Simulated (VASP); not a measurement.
Zr2Br:

```
Zr Br
1.0
     0.00000    3.27178    3.27178
     3.27178    0.00000    3.27178
     3.27178    3.27178    0.00000
Zr Br
2 1
Direct
  0.75000 0.75000 0.75000
  0.25000 0.25000 0.25000
  0.00000 0.00000 0.00000
```

| Item | Value |
| --- | --- |
| Program | VASP 6.6.1 |
| Task | relaxation of cell and atoms |
| Functional | PBE |
| Potentials or basis | VASP PAW PBE potentials, release 64 (Zr_sv, Br) |
| Cutoff | 600 eV |
| k mesh | 12 × 12 × 12 |
| Occupations | gaussian, width 0.1 eV |
| Spin | no spin polarisation |

At the start: pressure -1.5 GPa; volume 23.35 Å³/atom.

Problem. Where does the relaxation end?

Solution. Over 3 steps the energy falls by 2.4 meV/atom and the volume is 22.86 Å³/atom (-2.1 %); space group Fm-3m (No. 225, to 0.05 Å).

The path:
```
step  energy change (eV)  largest force (eV/Å)  pressure (GPa)  volume (Å³)
   1              0.0000                0.0000           -1.54        70.05
   2             -0.0050                0.0000            0.92        67.79
   3             -0.0072                0.0000            0.00        68.58
```

Final structure:
```yaml
crystal:
  lattice:
    - [0.00000, 3.24880, 3.24880]
    - [3.24880, 0.00000, 3.24880]
    - [3.24880, 3.24880, 0.00000]
  atoms:
    - { symbol: Zr, position: [0.75000, 0.75000, 0.75000] }
    - { symbol: Zr, position: [0.25000, 0.25000, 0.25000] }
    - { symbol: Br, position: [0.00000, 0.00000, 0.00000] }
```

Caveat: an odd number of electrons without spin polarisation forces a metal; a magnetic or distorted state may lie lower.
